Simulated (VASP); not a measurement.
# In3As (R-3m) in VASP: notebook

Runs on In3As. Level: PBE. Tasks: single point, relaxation of cell and atoms.

Everything below comes from runs of VASP 6.6.1. Logs are shortened: lines on timing, memory, paths and dates and some standing lists are left out, and cuts for length are marked.

## 1. The cell of the first run

It takes space group R-3m (No. 166, trigonal). The conventional cell has a = 6.137 Å, b = 6.137 Å, c = 13.917 Å, α = 90.00°, β = 90.00°, γ = 120.00°. In (site symmetry 2/m) has 2 As at 2.92 Å and 4 In at 3.07 Å within 3.8 Å. Within 3.8 Å of As (site symmetry -3m) lie 6 In at 2.92 Å.

## 2. Single point, PBE

Contents of INCAR:

```
PREC = Accurate
ENCUT = 520
EDIFF = 1E-6
ISMEAR = 0
SIGMA = 0.1
LREAL = False
LASPH = True
NELM = 100
ALGO = Normal
ISIF = 2
LWAVE = False
LCHARG = False
GGA = PE
NBANDS = 30
```

Contents of KPOINTS:

```
Automatic mesh
0
Gamma
  12 12 12
```

Contents of POSCAR:

```
In3As
1.0
    3.0682678770      1.7714652847      4.6388797384
   -3.0682678770      1.7714652847      4.6388797384
    0.0000000000     -3.5429305694      4.6388797384
In As
3 1
Direct
    0.5000000000      0.5000000000      0.0000000000
    0.0000000000      0.5000000000      0.5000000000
    0.5000000000      0.0000000000      0.5000000000
    0.5000000000      0.5000000000      0.5000000000
```

Potentials or basis: VASP PAW PBE potentials, release 64 (In_d, As).

Started as:

```console
> cat potpaw_PBE.64/In_d/POTCAR potpaw_PBE.64/As/POTCAR > POTCAR
> mpirun -np 1 vasp_std > vasp.out
```

OUTCAR:

```text
PREC = Accurate
   ENCUT = 520
   EDIFF = 1E-6
   ISMEAR = 0
   LREAL = False
   LASPH = True
   NELM = 100
   ISIF = 2
   GGA = PE

 ion  position               nearest neighbor table
   1  0.500  0.500  0.000-   4 2.92   4 2.92   3 3.07   2 3.07   3 3.07   2 3.07
   2  0.000  0.500  0.500-   4 2.92   4 2.92   1 3.07   1 3.07   3 3.07   3 3.07
   3  0.500  0.000  0.500-   4 2.92   4 2.92   1 3.07   1 3.07   2 3.07   2 3.07
   4  0.500  0.500  0.500-   1 2.92   1 2.92   3 2.92   2 2.92   3 2.92   2 2.92

  LATTYP: Found a trigonal (rhomboedric) cell.
 ALAT       =     5.8370850814
 COS(alpha) =     0.4473826767

  Lattice vectors:

 A1 = (   3.0682678770,   1.7714652847,   4.6388797384)
 A2 = (  -3.0682678770,   1.7714652847,   4.6388797384)
 A3 = (   0.0000000000,  -3.5429305694,   4.6388797384)

Analysis of symmetry for initial positions (statically):
=====================================================================
 Subroutine PRICEL returns:
 Original cell was already a primitive cell.

 Routine SETGRP: Setting up the symmetry group for a
 trigonal (rhombohedral) supercell.

 Subroutine GETGRP returns: Found 12 space group operations
 (whereof 12 operations were pure point group operations)
 out of a pool of 12 trial point group operations.

The static configuration has the point symmetry D_3d.

Analysis of symmetry for dynamics (positions and initial velocities):
=====================================================================
 Subroutine PRICEL returns:
 Original cell was already a primitive cell.

 Routine SETGRP: Setting up the symmetry group for a
 trigonal (rhombohedral) supercell.

 Subroutine GETGRP returns: Found 12 space group operations
 (whereof 12 operations were pure point group operations)
 out of a pool of 12 trial point group operations.

The dynamic configuration has the point symmetry D_3d.

 Subroutine INISYM returns: Found 12 space group operations
 (whereof 12 operations are pure point group operations),
 and found     1 'primitive' translations

----------------------------------------------------------------------------------------

                                     Primitive cell

  volume of cell :     151.2831

  direct lattice vectors                    reciprocal lattice vectors
     3.068267877  1.771465285  4.638879738     0.162958392  0.094084072  0.071856429
    -3.068267877  1.771465285  4.638879738    -0.162958392  0.094084072  0.071856429
     0.000000000 -3.542930569  4.638879738     0.000000000 -0.188168143  0.071856429

  length of vectors
     5.837085081  5.837085081  5.837085081     0.201421440  0.201421440  0.201421440

  position of ions in fractional coordinates (direct lattice)
     0.500000000  0.500000000  1.000000000
     1.000000000  0.500000000  0.500000000
     0.500000000  1.000000000  0.500000000
     0.500000000  0.500000000  0.500000000

  ion indices of the primitive-cell ions
   primitive index   ion index
                 1           1
                 2           2
                 3           3
                 4           4

----------------------------------------------------------------------------------------

 KPOINTS: Automatic mesh

Automatic generation of k-mesh.
 Grid dimensions read from file:
 generate k-points for:   12   12   12

 Generating k-lattice:

  Cartesian coordinates                     Fractional coordinates (reciprocal lattice)
     0.013579866  0.007840339  0.005988036     0.083333333 -0.000000000 -0.000000000
    -0.013579866  0.007840339  0.005988036    -0.000000000  0.083333333 -0.000000000
     0.000000000 -0.015680679  0.005988036    -0.000000000 -0.000000000  0.083333333

  Length of vectors
     0.016785120  0.016785120  0.016785120

  Shift w.r.t. Gamma in fractional coordinates (k-lattice)
     0.000000000  0.000000000  0.000000000

 Subroutine IBZKPT returns following result:
 ===========================================

 Found    189 irreducible k-points:

 Following reciprocal coordinates:
            Coordinates               Weight
  0.000000  0.000000  0.000000      1.000000
  0.083333 -0.000000  0.000000      6.000000
  0.166667 -0.000000  0.000000      6.000000
  0.250000 -0.000000 -0.000000      6.000000
  0.333333 -0.000000 -0.000000      6.000000
  0.416667 -0.000000 -0.000000      6.000000
[... 16 lines left out ...]
  0.500000  0.166667  0.000000     12.000000
 -0.416667  0.166667  0.000000     12.000000
 [... further k-points ...]
   k-points           NKPTS =    189   k-points in BZ     NKDIM =    189   number of bands    NBANDS=     30
   number of dos      NEDOS =    301   number of ions     NIONS =      4
   total plane-waves  NPLWV = 110592
   dimension x,y,z NGX =    48 NGY =   48 NGZ =   48
   dimension x,y,z NGXF=    96 NGYF=   96 NGZF=   96
   ions per type =               3   1
   NGX,Y,Z   is equivalent  to a cutoff of  13.67, 13.67, 13.67 a.u.
   NGXF,Y,Z  is equivalent  to a cutoff of  27.34, 27.34, 27.34 a.u.
 SYSTEM =  unknown system
   PREC   = accura    normal or accurate (medium, high low for compatibility)
   ISTART =      0    job   : 0-new  1-cont  2-samecut
   ICHARG =      2    charge: 1-file 2-atom 10-const
   ISPIN  =      1    spin polarized calculation?
   LNONCOLLINEAR =      F non collinear calculations
   LSORBIT =      F    spin-orbit coupling
   LASPH  =      T    aspherical Exc in radial PAW
   ENCUT  =  520.0 eV  38.22 Ry    6.18 a.u.  10.85 10.85 10.85*2*pi/ulx,y,z
   NELM   =    100;   NELMIN=  2; NELMDL= -5     # of ELM steps
   EDIFF  = 0.1E-05   stopping-criterion for ELM
   LREAL  =      F    real-space projection
   EDIFFG = 0.1E-04   stopping-criterion for IOM
   NSW    =      0    number of steps for IOM
   IBRION =     -1    ionic relax: 0-MD 1-quasi-New 2-CG
   NFREE  =      0    steps in history (QN), initial steepest desc. (CG)
   ISIF   =      2    stress and relaxation
   ISYM   =      2    0-nonsym 1-usesym 2-fastsym
   POTIM  = 0.5000    time-step for ionic-motion
   TEBEG  =    0.0;   TEEND  =   0.0 temperature during run
   PSTRESS=    0.0 pullay stress
   NELECT =      44.0000    total number of electrons
   NUPDOWN=      -1.0000    fix difference up-down
   EMIN   =  10.00;   EMAX   =-10.00  energy-range for DOS
   EFERMI =   0.00;   METHOD = LEGACY
   ISMEAR =     0;   SIGMA  =   0.10  broadening in eV -4-tet -1-fermi 0-gaus
   EFERMI_NEDOS =   21; number of points for ismear=-14 and -15
   IALGO  =     38    algorithm
   IMIX   =      4    mixing-type and parameters
     AMIX     =   0.40;   BMIX     =  1.00
     AMIX_MAG =   1.60;   BMIX_MAG =  1.00
  volume/ion in A,a.u.               =      37.82       255.23
  Fermi-wavevector in a.u.,A,eV,Ry     =   1.084665  2.049720 16.007229  1.176498
  Thomas-Fermi vector in A             =   2.220760
   LORBIT       =      0    0 simple, 1 ext, 2 COOP (PROOUT), +10 PAW based schemes
   GGA     = PE    functional components
   LHFCALC =     F    Hartree Fock is set to
   AEXX    =    0.0000 exact exchange contribution
   IVDW    =     0    specifies the selected vdW correction
   LEPSILON=     F    determine dielectric tensor
   LRPA    =     F    only Hartree local field effects (RPA)
 non-spin polarized calculation
 Gauss-broadening in eV      SIGMA  =   0.10
  energy-cutoff  :      520.00
  volume of cell :      151.28
 maximum number of plane-waves:      4102
 NGX is ok and might be reduce to    48
   NGX = 21   NGY = 21   NGZ = 21

 number of electron      43.9999991 magnetization

 Free energy of the ion-electron system (eV)
  ---------------------------------------------------
  ext. energy  EPLUGINS =         0.00000000
  ---------------------------------------------------
  free energy    TOTEN  =       -10.95334271 eV

  energy without entropy =      -10.94123416  energy(sigma->0) =      -10.94728844

 E-fermi :   3.2079     XC(G=0):  -7.9008

 val. band max:        3.2067361938   @ k =  -0.2500   0.0833   0.0000
 cond. band min:       3.2088941945   @ k =  -0.2500  -0.3333   0.1667
 fundamental gap:      0.0021580007
 Fermi energy:         3.2079246433

 k-point     1 :       0.0000    0.0000    0.0000
  band No.  band energies     occupation
      1     -11.7949      2.00000
      2     -11.6860      2.00000
      3     -11.6860      2.00000
      4     -11.6730      2.00000
      5     -11.4685      2.00000
      6     -11.4259      2.00000
[... 22 lines left out ...]
     29       8.8615      0.00000
     30       9.8793      0.00000

 k-point     2 :       0.0833   -0.0000    0.0000
  band No.  band energies     occupation
      1     -11.7860      2.00000
      2     -11.6839      2.00000
      3     -11.6759      2.00000
      4     -11.6667      2.00000
      5     -11.4660      2.00000
      6     -11.4254      2.00000
[... 22 lines left out ...]
     29       8.9284      0.00000
     30       9.7817      0.00000

 k-point     3 :       0.1667   -0.0000    0.0000
  band No.  band energies     occupation
      1     -11.7613      2.00000
      2     -11.6775      2.00000
      3     -11.6474      2.00000
      4     -11.6460      2.00000
      5     -11.4585      2.00000
      6     -11.4238      2.00000
[... 22 lines left out ...]
     29       8.9431      0.00000
     30       9.2815      0.00000

 k-point     4 :       0.2500   -0.0000   -0.0000
  band No.  band energies     occupation
      1     -11.7287      2.00000
      2     -11.6636      2.00000
      3     -11.6165      2.00000
      4     -11.5985      2.00000
      5     -11.4468      2.00000
      6     -11.4199      2.00000
[... 22 lines left out ...]
     29       8.9678      0.00000
     30       9.2683      0.00000

 k-point     5 :       0.3333   -0.0000   -0.0000
  band No.  band energies     occupation
      1     -11.7047      2.00000
      2     -11.6343      2.00000
      3     -11.5765      2.00000
      4     -11.5368      2.00000
      5     -11.4332      2.00000
      6     -11.4107      2.00000
[... 22 lines left out ...]
     29       8.3763      0.00000
     30       8.5016      0.00000
[... 526 lines left out ...]
     29       8.5429      0.00000
     30       9.1155      0.00000

 k-point    22 :       0.4167    0.1667    0.0000
  band No.  band energies     occupation
      1     -11.6675      2.00000
      2     -11.6343      2.00000
      3     -11.5692      2.00000
      4     -11.5034      2.00000
      5     -11.4206      2.00000
      6     -11.4164      2.00000
[... 22 lines left out ...]
     29       8.9201      0.00000
     30       9.2315      0.00000

 k-point    23 :       0.5000    0.1667    0.0000
  band No.  band energies     occupation
      1     -11.6586      2.00000
      2     -11.5861      2.00000
      3     -11.5382      2.00000
      4     -11.4542      2.00000
      5     -11.4154      2.00000
      6     -11.3963      2.00000
[... 22 lines left out ...]
     29       8.5778      0.00000
     30       9.2971      0.00000

 k-point    24 :      -0.4167    0.1667    0.0000
  band No.  band energies     occupation
      1     -11.6566      2.00000
      2     -11.5659      2.00000
      3     -11.5153      2.00000
      4     -11.4346      2.00000
      5     -11.4323      2.00000
      6     -11.4088      2.00000
[... 22 lines left out ...]
     29       8.0186      0.00000
     30       9.2413      0.00000

 [... further k-points ...]
[... 5 lines left out ...]
  --------------------------------------------------------------------------------------
  -------------------------------------------------------------------------------------
  Total       -0.0210781     -0.0210781     -0.0051306     -0.0000000      0.0000000      0.0000000
  in kB       -0.2232295     -0.2232295     -0.0543365     -0.0000000      0.0000000      0.0000000
  external PRESSURE =      -0.1669318 kB  Pullay stress =       0.0000000 kB

 VOLUME and BASIS-vectors are now :
 -----------------------------------------------------------------------------
  energy-cutoff  :      520.00
  volume of cell :      151.28
      direct lattice vectors                 reciprocal lattice vectors
     3.068267877  1.771465285  4.638879738     0.162958392  0.094084072  0.071856429
    -3.068267877  1.771465285  4.638879738    -0.162958392  0.094084072  0.071856429
     0.000000000 -3.542930569  4.638879738     0.000000000 -0.188168143  0.071856429

 POSITION                                       TOTAL-FORCE (eV/Angst)
 -----------------------------------------------------------------------------------
      0.00000      1.77147      4.63888        -0.000000      0.000000     -0.000000
     -1.53413     -0.88573      4.63888         0.000000     -0.000000      0.000000
      1.53413     -0.88573      4.63888         0.000000      0.000000     -0.000000
      0.00000      0.00000      6.95832        -0.000000     -0.000000     -0.000000
 -----------------------------------------------------------------------------------
    total drift:                                0.000000      0.000000     -0.000000

  FREE ENERGIE OF THE ION-ELECTRON SYSTEM (eV)
  ---------------------------------------------------
  free  energy   TOTEN  =       -10.9533427066 eV

  energy  without entropy=      -10.9412341638  energy(sigma->0) =      -10.94728844
```

Run time: 15 min. Hardware: 1 thread of Intel Xeon Platinum 8259CL at 2.50GHz (Skylake/Cascade Lake), shared host; peak memory 0.84 GiB.

What came out:

```
Free energy            : -10.9533 eV
Pressure               : 0.0 GPa
Band gap on the k mesh : zero (band 22 reaches 4.07 eV, above the bottom of band 23 at 2.17 eV)
```

Caveat: spin-orbit coupling is left out, which moves the levels of the heavy elements.

[end of part 1 of 2]
